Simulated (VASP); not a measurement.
# Ge: single point with PBEsol

Crystal: Ge.

```xyz
8
Lattice="4.0041 0.0000 0.0000 -2.0021 3.4677 0.0000 0.0000 0.0000 13.1450" Properties=species:S:1:pos:R:3 pbc="T T T"
Ge    0.0000    0.0000    5.3475
Ge    0.0000    0.0000    7.7975
Ge    0.0000    0.0000   11.9200
Ge    0.0000    0.0000    1.2250
Ge    0.0000    2.3118    4.5237
Ge    2.0021    1.1559    8.6213
Ge    2.0021    1.1559   11.0962
Ge    0.0000    2.3118    2.0488
```

This isn't the form of Ge at room conditions, which is diamond.

```json
{
 "Program": "VASP 6.6.1",
 "Task": "single point",
 "Functional": "PBEsol",
 "Potentials or basis": "VASP PAW PBE potentials, release 64 (Ge_d)",
 "Cutoff": "520 eV",
 "k mesh": "12 × 12 × 4",
 "Occupations": "gaussian, width 0.01 eV",
 "Spin": "no spin polarisation",
 "Dipole correction": "no",
 "Further INCAR settings": "ALGO = Normal; EDIFF = 1e-06; NBANDS = 66"
}
```

| Item | Value |
| --- | --- |
| Pressure | -0.1 GPa |
| Band gap on the k mesh | 0.01 eV (least direct gap 0.05 eV) |

Levels at points of the mesh, in eV from the valence-band top:
```csv
k point,band 52,band 53,band 54,band 55,band 56,band 57,band 58,band 59,band 60,band 61
"(0.00, 0.00, 0.00)",-0.84,-0.84,-0.12,-0.06,0.00,0.05,0.05,0.46,0.77,2.38
"(0.50, 0.00, 0.00)",-2.43,-2.40,-2.40,-1.82,-1.43,0.18,0.32,0.55,1.37,1.71
"(0.00, 0.00, 0.50)",-1.30,-0.30,-0.30,-0.30,-0.30,0.13,0.13,1.12,1.12,2.77
"(0.50, 0.00, 0.50)",-2.90,-2.60,-2.60,-1.78,-1.78,0.61,0.61,1.25,1.25,2.19
```

Wall time 110 s on 4 MPI ranks on Intel(R) Xeon(R) 6975P-C (Granite Rapids) (shared host), peak memory 0.58 GiB a rank.

Caveat: the PAW data sets were made with another functional, which shifts forces and pressure a little. A k mesh can miss the band edges.
